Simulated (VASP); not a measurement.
Set up this calculation in VASP 6.6.1, as the native input.

- Task: single point
- Functional: PBE
- Potentials or basis: VASP PAW PBE potentials, release 64 (Ti_sv)
- Cutoff: 520 eV
- k mesh: 13 × 13 × 15
- Occupations: gaussian, width 0.1 eV
- Spin: no spin polarisation
- Dipole correction: no
- Further INCAR settings: ALGO = Fast; EDIFF = 1e-06; NBANDS = 12; ISYM = 0

The structure of Ti lies in POSCAR:

```
Ti
1.0
    2.8193504887      0.0000000000      0.0000000000
   -0.9397834962      2.6581091321      0.0000000000
    0.9397834962      1.3290545661      2.3019900344
Ti
1
Direct
    0.0000000000      0.0000000000      0.0000000000
```

This isn't the form of Ti at room conditions, which is hcp.

One way to write it, as run:

INCAR

```
SYSTEM = Ti
ALGO = Fast ; EDIFF = 1E-6
ENCUT = 520 ; GGA = PE
ISIF = 2 ; ISMEAR = 0
ISYM = 0 ; LASPH = .True.
LCHARG = .False. ; LREAL = .False.
LWAVE = .False. ; NBANDS = 12
NELM = 60 ; PREC = Accurate
SIGMA = 0.1
```

KPOINTS

```
k-points
0
Gamma
  13 13 15
  0 0 0
```

Potentials or basis: VASP PAW PBE potentials, release 64 (Ti_sv).

Launch:

```console
$ cat potpaw_PBE.64/Ti_sv/POTCAR > POTCAR
$ mpirun -np 1 vasp_std > vasp.out
```

Results of the run:

* Pressure: -0.3 GPa
* Band gap on the k mesh: zero (bands 6 and 7 overlap by 1.56 eV)

Wall time 8.5 min on 1 thread of Intel Xeon 8259CL (shared host), peak memory 0.36 GiB.
